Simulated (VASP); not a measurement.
# HfB (Fm-3m) in VASP: a series of runs

The runs below take HfB through single point, relaxation of cell and atoms, with r2SCAN+U, r2SCAN, RPBE.

Everything below comes from runs of VASP 6.6.1. Logs are shortened: lines on timing, memory, paths and dates and some standing lists are left out, and cuts for length are marked.

## (1) The cell of the first run

The structure is cubic, space group Fm-3m (No. 225). Conventional cell: a = 4.996 Å, b = 4.996 Å, c = 4.996 Å, α = 90.00°, β = 90.00°, γ = 90.00°. Within 3.3 Å of Hf (site symmetry m-3m) lie 6 B at 2.50 Å. Within 3.3 Å of B (site symmetry m-3m) lie 6 Hf at 2.50 Å.

## (2) Single point, r2SCAN+U

Input file POSCAR:

```
HfB
1.0
    0.0000000000      2.4980309293      2.4980309293
    2.4980309293      0.0000000000      2.4980309293
    2.4980309293      2.4980309293      0.0000000000
Hf B
1 1
Direct
    0.5000000000      0.5000000000      0.5000000000
    0.0000000000      0.0000000000      0.0000000000
```

Input file INCAR.step1:

```
SYSTEM = HfB
ALGO     = Normal         ! electronic algorithm
EDIFF    = 1E-4           ! SCF threshold, eV
ENCUT    = 520            ! plane-wave cutoff, eV
GGA      = PE             ! functional
ISMEAR   = -1             ! smearing method
LASPH    = .True.         ! aspherical terms in the spheres
LCHARG   = .False.        ! write CHGCAR
LDAU     = .True.         ! DFT+U
LDAUJ    = 0 0          
LDAUL    = 2 -1           ! shell
LDAUTYPE = 2            
LDAUU    = 8 0            ! U, eV
LMAXMIX  = 4              ! l up to which the mixer works
LREAL    = .False.        ! projectors in reciprocal space
LWAVE    = .True.         ! write WAVECAR
NBANDS   = 14             ! bands
NELM     = 150            ! most SCF steps
PREC     = Accurate       ! precision mode
SIGMA    = 0.05           ! smearing width, eV
```

Input file INCAR.step2:

```
SYSTEM = HfB
ALGO     = Normal         ! electronic algorithm
EDIFF    = 1E-7           ! SCF threshold, eV
ENCUT    = 520            ! plane-wave cutoff, eV
ISIF     = 2              ! what is computed and relaxed
ISMEAR   = -1             ! smearing method
ISTART   = 1            
LASPH    = .True.         ! aspherical terms in the spheres
LCHARG   = .False.        ! write CHGCAR
LDAU     = .True.         ! DFT+U
LDAUJ    = 0 0          
LDAUL    = 2 -1           ! shell
LDAUPRINT= 1            
LDAUTYPE = 2            
LDAUU    = 8 0            ! U, eV
LMAXMIX  = 4              ! l up to which the mixer works
LMIXTAU  = .True.       
LREAL    = .False.        ! projectors in reciprocal space
LWAVE    = .False.        ! write WAVECAR
METAGGA  = R2SCAN         ! meta-GGA
NBANDS   = 14             ! bands
NELM     = 150            ! most SCF steps
PREC     = Accurate       ! precision mode
SIGMA    = 0.05           ! smearing width, eV
```

Input file KPOINTS:

```
k-points
0
Gamma
  10 10 10
  0 0 0
```

Potentials or basis: VASP PAW PBE potentials, release 64 (Hf_pv, B).

Run with:

```console
$ cat potpaw_PBE.64/Hf_pv/POTCAR potpaw_PBE.64/B/POTCAR > POTCAR
$ cp INCAR.step1 INCAR
$ mpirun -np 1 vasp_std > vasp.out
$ cp INCAR.step2 INCAR
$ mpirun -np 1 vasp_std > vasp.out
```

OUTCAR:

```text
SYSTEM = HfB
   EDIFF = 1E-7
   ENCUT = 520
   ISIF = 2
   ISMEAR = -1
   ISTART = 1
   LASPH = .True.
   LREAL = .False.
   METAGGA = R2SCAN
   NELM = 150
   PREC = Accurate

 ion  position               nearest neighbor table
   1  0.500  0.500  0.500-   2 2.50   2 2.50   2 2.50   2 2.50   2 2.50   2 2.50
   2  0.000  0.000  0.000-   1 2.50   1 2.50   1 2.50   1 2.50   1 2.50   1 2.50

  LATTYP: Found a face centered cubic cell.
 ALAT       =     4.9960618586

  Lattice vectors:

 A1 = (   0.0000000000,   2.4980309293,   2.4980309293)
 A2 = (   2.4980309293,   0.0000000000,   2.4980309293)
 A3 = (   2.4980309293,   2.4980309293,   0.0000000000)

Analysis of symmetry for initial positions (statically):
=====================================================================
 Subroutine PRICEL returns:
 Original cell was already a primitive cell.

 Routine SETGRP: Setting up the symmetry group for a
 face centered cubic supercell.

 Subroutine GETGRP returns: Found 48 space group operations
 (whereof 48 operations were pure point group operations)
 out of a pool of 48 trial point group operations.

The static configuration has the point symmetry O_h .

Analysis of symmetry for dynamics (positions and initial velocities):
=====================================================================
 Subroutine PRICEL returns:
 Original cell was already a primitive cell.

 Routine SETGRP: Setting up the symmetry group for a
 face centered cubic supercell.

 Subroutine GETGRP returns: Found 48 space group operations
 (whereof 48 operations were pure point group operations)
 out of a pool of 48 trial point group operations.

The dynamic configuration has the point symmetry O_h .

 Subroutine INISYM returns: Found 48 space group operations
 (whereof 48 operations are pure point group operations),
 and found     1 'primitive' translations

----------------------------------------------------------------------------------------

                                     Primitive cell

  volume of cell :      31.1762

  direct lattice vectors                    reciprocal lattice vectors
     0.000000000  2.498030929  2.498030929    -0.200157650  0.200157650  0.200157650
     2.498030929  0.000000000  2.498030929     0.200157650 -0.200157650  0.200157650
     2.498030929  2.498030929  0.000000000     0.200157650  0.200157650 -0.200157650

  length of vectors
     3.532749219  3.532749219  3.532749219     0.346683219  0.346683219  0.346683219

  position of ions in fractional coordinates (direct lattice)
     0.500000000  0.500000000  0.500000000
     0.000000000  0.000000000  0.000000000

  ion indices of the primitive-cell ions
   primitive index   ion index
                 1           1
                 2           2

----------------------------------------------------------------------------------------

 KPOINTS: k-points

Automatic generation of k-mesh.
 Grid dimensions read from file:
 generate k-points for:   10   10   10

 Generating k-lattice:

  Cartesian coordinates                     Fractional coordinates (reciprocal lattice)
    -0.020015765  0.020015765  0.020015765     0.100000000  0.000000000  0.000000000
     0.020015765 -0.020015765  0.020015765     0.000000000  0.100000000  0.000000000
     0.020015765  0.020015765 -0.020015765     0.000000000  0.000000000  0.100000000

  Length of vectors
     0.034668322  0.034668322  0.034668322

  Shift w.r.t. Gamma in fractional coordinates (k-lattice)
     0.000000000  0.000000000  0.000000000

 Subroutine IBZKPT returns following result:
 ===========================================

 Found     47 irreducible k-points:

 Following reciprocal coordinates:
[... 40 lines left out ...]
   LSORBIT =      F    spin-orbit coupling
   LASPH  =      T    aspherical Exc in radial PAW
   ENCUT  =  520.0 eV  38.22 Ry    6.18 a.u.   6.57  6.57  6.57*2*pi/ulx,y,z
   NELM   =    150;   NELMIN=  2; NELMDL=  0     # of ELM steps
   EDIFF  = 0.1E-06   stopping-criterion for ELM
   LREAL  =      F    real-space projection
   EDIFFG = 0.1E-05   stopping-criterion for IOM
   NSW    =      0    number of steps for IOM
   IBRION =     -1    ionic relax: 0-MD 1-quasi-New 2-CG
   NFREE  =      0    steps in history (QN), initial steepest desc. (CG)
   ISIF   =      2    stress and relaxation
   ISYM   =      2    0-nonsym 1-usesym 2-fastsym
   POTIM  = 0.5000    time-step for ionic-motion
   TEBEG  =    0.0;   TEEND  =   0.0 temperature during run
   PSTRESS=    0.0 pullay stress
   NELECT =      13.0000    total number of electrons
   NUPDOWN=      -1.0000    fix difference up-down
   EMIN   =  10.00;   EMAX   =-10.00  energy-range for DOS
   EFERMI =   0.00;   METHOD = LEGACY
   ISMEAR =    -1;   SIGMA  =   0.05  broadening in eV -4-tet -1-fermi 0-gaus
   EFERMI_NEDOS =   21; number of points for ismear=-14 and -15
   IALGO  =     38    algorithm
   IMIX   =      4    mixing-type and parameters
     AMIX     =   0.40;   BMIX     =  1.00
     AMIX_MAG =   1.60;   BMIX_MAG =  1.00
  volume/ion in A,a.u.               =      15.59       105.19
  Fermi-wavevector in a.u.,A,eV,Ry     =   1.223061  2.311250 20.352661  1.495878
  Thomas-Fermi vector in A             =   2.358185
   LORBIT       =      0    0 simple, 1 ext, 2 COOP (PROOUT), +10 PAW based schemes
 LDA+U is selected, type is set to LDAUTYPE =  2
   angular momentum for each species LDAUL =     2   -1
   U (eV)           for each species LDAUU =   8.0  0.0
   J (eV)           for each species LDAUJ =   0.0  0.0
   METAGGA = R2SCAN    functional components
   LHFCALC =     F    Hartree Fock is set to
   AEXX    =    0.0000 exact exchange contribution
   IVDW    =     0    specifies the selected vdW correction
   LEPSILON=     F    determine dielectric tensor
   LRPA    =     F    only Hartree local field effects (RPA)
 non-spin polarized calculation
  energy-cutoff  :      520.00
  volume of cell :       31.18
 maximum number of plane-waves:       869
 NGX is ok and might be reduce to    28
   NGX = 13   NGY = 13   NGZ = 13

atom =   1  type =  1  l = 2

 onsite density matrix

spin component  1

  0.0664 -0.0000  0.0000 -0.0000  0.0000
 -0.0000  0.0664 -0.0000 -0.0000 -0.0000
  0.0000 -0.0000  0.2007  0.0000  0.0000
 -0.0000 -0.0000  0.0000  0.0664 -0.0000
  0.0000 -0.0000  0.0000 -0.0000  0.2007

spin component  2

  0.0664 -0.0000  0.0000 -0.0000  0.0000
 -0.0000  0.0664 -0.0000 -0.0000 -0.0000
  0.0000 -0.0000  0.2007  0.0000  0.0000
 -0.0000 -0.0000  0.0000  0.0664 -0.0000
  0.0000 -0.0000  0.0000 -0.0000  0.2007

 occupancies and eigenvectors

  o =  0.0664  v = -0.0157 -0.9993 -0.0000  0.0353 -0.0000  0.0000  0.0000  0.0000  0.0000  0.0000      0.0000  0.0000  0.0000  0.0000  0.0000  0.0000  0.0000  0.0000  0.0000  0.0000
  o =  0.0664  v =  0.0000  0.0000  0.0000  0.0000  0.0000 -0.0157 -0.9993 -0.0000  0.0353 -0.0000      0.0000  0.0000  0.0000  0.0000  0.0000  0.0000  0.0000  0.0000  0.0000  0.0000
  o =  0.0664  v =  0.0000  0.0000  0.0000  0.0000  0.0000 -0.0388 -0.0347  0.0000 -0.9986 -0.0000      0.0000  0.0000  0.0000  0.0000  0.0000  0.0000  0.0000  0.0000  0.0000  0.0000
  o =  0.0664  v = -0.0388 -0.0347  0.0000 -0.9986 -0.0000  0.0000  0.0000  0.0000  0.0000  0.0000      0.0000  0.0000  0.0000  0.0000  0.0000  0.0000  0.0000  0.0000  0.0000  0.0000
  o =  0.0664  v =  0.0000  0.0000  0.0000  0.0000  0.0000  0.9991 -0.0171 -0.0000 -0.0382 -0.0000      0.0000  0.0000  0.0000  0.0000  0.0000  0.0000  0.0000  0.0000  0.0000  0.0000
  o =  0.0664  v =  0.9991 -0.0171 -0.0000 -0.0382 -0.0000  0.0000  0.0000  0.0000  0.0000  0.0000      0.0000  0.0000  0.0000  0.0000  0.0000  0.0000  0.0000  0.0000  0.0000  0.0000
  o =  0.2007  v =  0.0000 -0.0000 -0.0192 -0.0000  0.9998  0.0000  0.0000  0.0000  0.0000  0.0000      0.0000  0.0000  0.0000  0.0000  0.0000  0.0000  0.0000  0.0000  0.0000  0.0000
  o =  0.2007  v =  0.0000  0.0000  0.0000  0.0000  0.0000  0.0000 -0.0000 -0.0192 -0.0000  0.9998      0.0000  0.0000  0.0000  0.0000  0.0000  0.0000  0.0000  0.0000  0.0000  0.0000
  o =  0.2007  v =  0.0000  0.0000  0.0000  0.0000  0.0000 -0.0000  0.0000 -0.9998 -0.0000 -0.0192      0.0000  0.0000  0.0000  0.0000  0.0000  0.0000  0.0000  0.0000  0.0000  0.0000
  o =  0.2007  v = -0.0000  0.0000 -0.9998 -0.0000 -0.0192  0.0000  0.0000  0.0000  0.0000  0.0000      0.0000  0.0000  0.0000  0.0000  0.0000  0.0000  0.0000  0.0000  0.0000  0.0000

 number of electron      13.0000000 magnetization

 Free energy of the ion-electron system (eV)
  ---------------------------------------------------
  ext. energy  EPLUGINS =         0.00000000
  ---------------------------------------------------
  free energy    TOTEN  =       -48.72451471 eV

  energy without entropy =      -48.71815493  energy(sigma->0) =      -48.72133482

 E-fermi :   4.6563     XC(G=0): -12.0111

 val. band max:        4.6042972146   @ k =  -0.4000   0.5000   0.1000
 cond. band min:       4.6893610825   @ k =  -0.2000   0.1000   0.0000
 fundamental gap:      0.0850638678
 Fermi energy:         4.6563450611

 k-point     1 :       0.0000    0.0000    0.0000
  band No.  band energies     occupation
      1     -27.9146      2.00000
      2     -27.9146      2.00000
      3     -27.9146      2.00000
      4      -5.4833      2.00000
      5       7.6426      0.00000
      6       7.6426      0.00000
      7       7.6426      0.00000
      8       7.8124      0.00000
      9       7.8124      0.00000
     10       7.8124      0.00000
     11       8.6406      0.00000
     12       8.6406      0.00000
     13      14.3926      0.00000
     14      15.0339      0.00000
[... 377 lines left out ...]
      1     -28.1236      2.00000
      2     -28.0012      2.00000
      3     -27.9928      2.00000
      4      -2.6527      2.00000
      5       2.0233      2.00000
      6       4.3747      1.99288
      7       5.3872      0.00000
      8       6.4596      0.00000
      9      10.3156      0.00000
     10      12.3242      0.00000
     11      12.6042      0.00000
     12      13.7432      0.00000
     13      14.8094      0.00000
     14      15.2711      0.00000

 [... further k-points ...]
[... 5 lines left out ...]
  --------------------------------------------------------------------------------------
  -------------------------------------------------------------------------------------
  Total        0.5514145      0.5514145      0.5514145      0.0000000      0.0000000      0.0000000
  in kB       28.3377470     28.3377470     28.3377470      0.0000000      0.0000000      0.0000000
  external PRESSURE =      28.3377470 kB  Pullay stress =       0.0000000 kB

 VOLUME and BASIS-vectors are now :
 -----------------------------------------------------------------------------
  energy-cutoff  :      520.00
  volume of cell :       31.18
      direct lattice vectors                 reciprocal lattice vectors
     0.000000000  2.498030929  2.498030929    -0.200157650  0.200157650  0.200157650
     2.498030929  0.000000000  2.498030929     0.200157650 -0.200157650  0.200157650
     2.498030929  2.498030929  0.000000000     0.200157650  0.200157650 -0.200157650

 POSITION                                       TOTAL-FORCE (eV/Angst)
 -----------------------------------------------------------------------------------
      2.49803      2.49803      2.49803         0.000000      0.000000      0.000000
      0.00000      0.00000      0.00000        -0.000000     -0.000000     -0.000000
 -----------------------------------------------------------------------------------
    total drift:                                0.000000      0.000000      0.000000

  FREE ENERGIE OF THE ION-ELECTRON SYSTEM (eV)
  ---------------------------------------------------
  free  energy   TOTEN  =       -48.7245147115 eV

  energy  without entropy=      -48.7181549317  energy(sigma->0) =      -48.72133482
```

Run time: 2.3 min. Hardware: 1 thread of Intel Xeon Platinum 8488C (Sapphire Rapids), shared host; peak memory 0.17 GiB.

What came out:

* Free energy: -48.7245 eV
* Pressure: 2.8 GPa

Levels at points of the mesh, in eV from the Fermi level:
```
           k point  band 4  band 5  band 6  band 7  band 8  band 9  band 10  band 11
(0.00, 0.00, 0.00)  -10.14    2.99    2.99    2.99    3.16    3.16     3.16     3.98
(0.50, 0.00, 0.00)   -5.83   -5.01   -0.94   -0.94    6.66    6.77     6.77     7.02
(0.50, 0.50, 0.00)   -6.84   -2.46    0.08    1.06    1.06    5.57     6.34     8.02
```

Eigenvalues of the final occupation matrices:
| site | spin | trace | eigenvalues |
| --- | --- | --- | --- |
| site 1 d | 1 | 0.60 | 0.07 0.07 0.07 0.20 0.20 |
| site 1 d | 2 | 0.60 | 0.07 0.07 0.07 0.20 0.20 |

Caveat: the PAW data sets were made with another functional, which shifts forces and pressure a little; spin-orbit coupling is left out, which moves the levels of the heavy elements; U without spin polarisation on a metal has little footing; the U is typed as a test and isn't derived for this compound.

## (3) Single point, r2SCAN, non-collinear spin, zero start, spin-orbit coupling

This run uses another cell than the first one, of 12.33 Å³/atom, 0.791 times its volume.

Input file POSCAR:

```
HfB
1.0
    0.0000000000      2.3100000000      2.3100000000
    2.3100000000      0.0000000000      2.3100000000
    2.3100000000      2.3100000000      0.0000000000
Hf B
1 1
Direct
    0.5000000000      0.5000000000      0.5000000000
    0.0000000000      0.0000000000      0.0000000000
```

Input file INCAR.step1:

```
ALGO = Normal ; EDIFF = 1E-4
ENCUT = 520 ; GGA = PE
GGA_COMPAT = False ; ISMEAR = -1
LASPH = True ; LCHARG = False
LMAXMIX = 4 ; LREAL = False
LSORBIT = True ; LWAVE = True
MAGMOM = 0 0 0 0 0 0 ; NBANDS = 25
NELM = 150 ; PREC = Accurate
SIGMA = 0.05
```

Input file INCAR.step2:

```
ALGO = Normal ; EDIFF = 1E-6
ENCUT = 520 ; GGA_COMPAT = False
ISIF = 2 ; ISMEAR = -1
ISTART = 1 ; LASPH = True
LCHARG = False ; LMAXMIX = 4
LMIXTAU = True ; LORBIT = 11
LORBMOM = True ; LREAL = False
LSORBIT = True ; LWAVE = False
MAGMOM = 0 0 0 0 0 0 ; METAGGA = R2SCAN
NBANDS = 25 ; NELM = 150
PREC = Accurate ; SIGMA = 0.05
```

Input file KPOINTS:

```
k-points
0
Gamma
  10 10 10
```

Potentials or basis: VASP PAW PBE potentials, release 64 (Hf_pv, B).

Run with:

```console
$ cat potpaw_PBE.64/Hf_pv/POTCAR potpaw_PBE.64/B/POTCAR > POTCAR
$ cp INCAR.step1 INCAR
$ mpirun -np 1 vasp_ncl > vasp.out
$ cp INCAR.step2 INCAR
$ mpirun -np 1 vasp_ncl > vasp.out
```

Run time: 4.5 min. Hardware: 1 thread of Intel Xeon Platinum 8488C (Sapphire Rapids), shared host; peak memory 0.24 GiB.

The run converged. Its results:

```
Free energy                                           : -53.8071 eV
Pressure                                              : 29.1 GPa
Net moment                                            : 0.00 μB per cell
Valence electrons inside the program's atomic spheres : Hf 8.96; B 1.97
```

Moments on the atoms (μB; x, y, z):
```
Hf  0.00 0.00 0.00
B   0.00 0.00 0.00
```

Caveat: the PAW data sets were made with another functional, which shifts forces and pressure a little.

## (4) Relaxation of cell and atoms, r2SCAN+U

This run uses another cell than the first one, of 12.33 Å³/atom, 0.791 times its volume.

POSCAR is that of step 3.

Input file INCAR.step1:

```
ALGO = Normal
EDIFF = 1E-4
ENCUT = 600
GGA = PE
ISMEAR = -1
LASPH = True
LCHARG = False
LDAU = True
LDAUJ = 0 0
LDAUL = 2 -1
LDAUTYPE = 2
LDAUU = 1 0
LMAXMIX = 4
LREAL = False
LWAVE = True
NELM = 150
PREC = Accurate
SIGMA = 0.05
```

Input file INCAR.step2:

```
ALGO = Normal
EDIFF = 1E-6
EDIFFG = -0.01
ENCUT = 600
IBRION = 2
ISIF = 3
ISMEAR = -1
ISTART = 1
LASPH = True
LCHARG = False
LDAU = True
LDAUJ = 0 0
LDAUL = 2 -1
LDAUPRINT = 1
LDAUTYPE = 2
LDAUU = 1 0
LMAXMIX = 4
LMIXTAU = True
LREAL = False
LWAVE = False
METAGGA = R2SCAN
NELM = 150
NSW = 60
PREC = Accurate
SIGMA = 0.05
```

KPOINTS is that of step 3.

Run with:

```console
$ cat potpaw_PBE.64/Hf_pv/POTCAR potpaw_PBE.64/B/POTCAR > POTCAR
$ cp INCAR.step1 INCAR
$ mpirun -np 1 vasp_std > vasp.out
$ cp INCAR.step2 INCAR
$ mpirun -np 1 vasp_std > vasp.out
```

It took 10 min on 1 thread of Intel Xeon Platinum 8488C (Sapphire Rapids), shared host; peak memory 0.18 GiB.

Results (log left out):

```
Free energy                            : -52.7742 eV
Relaxed volume                         : 14.25 Å³/atom
Relaxed cell                           : a = 3.429 Å, b = 3.429 Å, c = 3.429 Å, α = 60.00°, β = 60.00°, γ = 60.00°
Space group after relaxing (to 0.05 Å) : Fm-3m (No. 225)
Energy gained by relaxing              : 180.5 meV/atom
Ionic steps                            : 15
Pressure after relaxing                : 0.1 GPa
```

Step by step:
```tsv
step	energy change (eV)	largest force (eV/Å)	pressure (GPa)	volume (Å³)
1	0.0000	0.0000	33.43	24.65
2	0.2168	0.0000	-24.15	35.02
3	-0.3603	0.0000	-1.20	28.72
4	-0.3610	0.0000	-0.18	28.55
5	-0.3609	0.0000	0.46	28.47
6	-0.3610	0.0000	0.33	28.47
7	-0.3610	0.0000	0.34	28.48
8	-0.3610	0.0000	0.28	28.48
9	-0.3610	0.0000	0.28	28.48
10	-0.3610	0.0000	0.28	28.48
11	-0.3610	0.0000	0.28	28.48
12	-0.3610	0.0000	0.28	28.48
13	-0.3610	0.0000	0.27	28.49
14	-0.3610	0.0000	0.27	28.49
15	-0.3610	0.0000	0.07	28.51
```

Final structure:
```cif
data_structure
_symmetry_space_group_name_H-M 'P 1'
_symmetry_Int_Tables_number 1
_cell_length_a 3.4290
_cell_length_b 3.4290
_cell_length_c 3.4290
_cell_angle_alpha 60.000
_cell_angle_beta 60.000
_cell_angle_gamma 60.000
_cell_volume 28.51
loop_
_atom_site_label
_atom_site_type_symbol
_atom_site_fract_x
_atom_site_fract_y
_atom_site_fract_z
_atom_site_occupancy
Hf1 Hf 0.50000 0.50000 0.50000 1
B1 B 0.00000 0.00000 0.00000 1
```

Levels at points of the mesh, in eV from the Fermi level:
```csv
k point,band 5,band 6,band 7,band 8,band 9,band 10
"(0.00, 0.00, 0.00)",2.43,2.43,2.43,3.70,3.70,3.88
"(0.50, 0.00, 0.00)",-4.81,-1.16,-1.16,6.14,6.14,6.98
"(0.50, 0.50, 0.00)",-1.58,-0.59,1.90,1.90,5.57,7.31
```

Eigenvalues of the final occupation matrices:
```tsv
site	spin	trace	eigenvalues
site 1 d	1	0.81	0.11 0.11 0.11 0.24 0.24
site 1 d	2	0.81	0.11 0.11 0.11 0.24 0.24
```

Caveat: the volume moved by over 15 % at a fixed basis, so the end points are rough; the PAW data sets were made with another functional, which shifts forces and pressure a little; spin-orbit coupling is left out, which moves the levels of the heavy elements; the volume moved by +16 % from the deposited cell, more than functionals usually miss; U without spin polarisation on a metal has little footing; the U is typed as a test and isn't derived for this compound. Zero-point motion and thermal expansion aren't in these numbers.

[end of part 1 of 2]
